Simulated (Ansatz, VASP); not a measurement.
**Two plane-wave programs on Pb**

```
Pb
1.0
     0.00000    2.52740    2.52740
     2.52740    0.00000    2.52740
     2.52740    2.52740    0.00000
Pb
1
Direct
  0.00000 0.00000 0.00000
```

Alike in both runs: task single point; functional r2SCAN; k mesh 16 × 16 × 16; occupations gaussian, width 0.05 eV; no spin polarisation.

|  | VASP | Ansatz |
| --- | --- | --- |
| version | VASP 6.6.1 | Ansatz 0.2.0 |
| potentials or method | VASP PAW PBE potentials, release 64 (Pb_d), cutoff 520 eV | scalar-relativistic, plane waves, PAW |
| valence electrons in the cell | 14 | 14 |

```csv
,VASP,Ansatz,Ansatz less VASP
gap on the k mesh at the Fermi level (eV),none,none,-
pressure (GPa),-1.7,-1.6,+0.02
```

VASP's potentials were made for PBE, not for r2SCAN. A gap of «none» marks a metal or a gap that the smearing closes.

Spin-orbit coupling is off throughout.
